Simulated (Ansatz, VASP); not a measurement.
**Ni in VASP and in Ansatz**

```
Ni
1.0
     2.50108    0.00000    0.00000
    -1.25054    2.16600    0.00000
     0.00000    0.00000    8.19457
Ni
4
Direct
  0.00000 0.00000 0.00000
  0.00000 0.00000 0.50000
  0.33333 0.66667 0.25000
  0.66667 0.33333 0.75000
```

Alike in both runs: functional revPBE; k mesh 14 × 14 × 4; occupations fermi-dirac, width 0.1 eV; no spin polarisation.

Ansatz relaxed the structure, and its values are those at the end. VASP's run is a single point on that final structure, the one shown.

|  | VASP | Ansatz |
| --- | --- | --- |
| version | VASP 6.6.1 | Ansatz 0.2.0 |
| potentials or method | VASP PAW PBE potentials, release 64 (Ni), cutoff 520 eV | plane waves (420 eV) with PAW, scalar-relativistic |
| valence electrons in the cell | 40 | 72 |

|  | VASP | Ansatz | Ansatz less VASP |
| --- | --- | --- | --- |
| pressure (GPa) | 0.2 | 0.0 | -0.23 |

VASP's potentials were made for PBE, not for revPBE. VASP's potentials hold 40 valence electrons a cell and Ansatz's 72, so a difference there can come from the potentials and not from the codes.
